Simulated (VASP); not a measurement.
Runs of VASP 6.6.1 on Li2S. The structure is that of space group Fm-3m (No. 225), or close to it. The cells are those of the table. 

```csv
task,level,cell,gap on the mesh (eV),pressure (GPa),relaxed volume (Å³/atom)
relaxation of cell and atoms,PBE+D4,"relaxed from a = 4.023 Å, angles 60.0°, 3 atoms",3.37,0.0,(b)
single point,PBE+D3(BJ),"a = 3.938 Å, angles 60.0°, 3 atoms",3.34,-0.1,-
relaxation of cell and atoms,PBE+D3(BJ),"relaxed from a = 4.023 Å, angles 60.0°, 3 atoms",3.34,-0.1,14.38
single point,PBEsol,"a = 3.998 Å, angles 60.0°, 3 atoms",(a),0.0,-
single point,revPBE+D3(BJ),"a = 3.889 Å, angles 60.0°, 3 atoms",3.41,-0.2,-
```

Alike in all rows: potentials or basis VASP PAW PBE potentials, release 64 (Li_sv, S); no spin polarisation; k mesh 6 × 6 × 6; cutoff (eV) 750; smearing gaussian 0.01 eV.

Task: Fill in the values left out.

Result: (a) 3.20; (b) 14.93.

Caveats: the PAW data sets were made with another functional, which shifts forces and pressure a little (some runs).

A k mesh can miss the band edges.
